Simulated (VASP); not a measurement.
Mg12CO12F4, 29 atoms in the cell. The cell holds a slab with vacuum, 29 atoms: a = 5.606 Å, b = 5.606 Å, c = 16.722 Å, α = 90.00°, β = 90.00°, γ = 60.00°. 

```yaml
Program: VASP 6.6.1
Task: single point
Functional: PBE
Potentials_or_basis: VASP PAW PBE potentials, release 64 (Mg_sv, O, C, F)
Cutoff: 620 eV
k_mesh: 2 × 2 × 1
Occupations: gaussian, width 0.05 eV
Spin: no spin polarisation
Dipole_correction: no
Further_INCAR_settings: LREAL = Auto; ALGO = Normal; EDIFF = 1e-06; NBANDS = 132; NELMDL = -8
```

Potentials or basis: VASP PAW PBE potentials, release 64 (Mg_sv, O, C, F).

Launch:

```console
$ cat potpaw_PBE.64/Mg_sv/POTCAR potpaw_PBE.64/O/POTCAR potpaw_PBE.64/C/POTCAR potpaw_PBE.64/F/POTCAR > POTCAR
$ mpirun -np 1 vasp_std > vasp.out
```

Hardware: 1 thread of Intel(R) Xeon(R) Platinum 8259CL CPU @ 2.50GHz (Skylake/Cascade Lake) (shared host).

Question: Estimate the wall time of this run.

Answer: Wall time 13 min on 1 thread of Intel(R) Xeon(R) Platinum 8259CL CPU @ 2.50GHz (Skylake/Cascade Lake), with other jobs on the host, peak memory 0.76 GiB. Counts: scf iterations 28, k points 4.
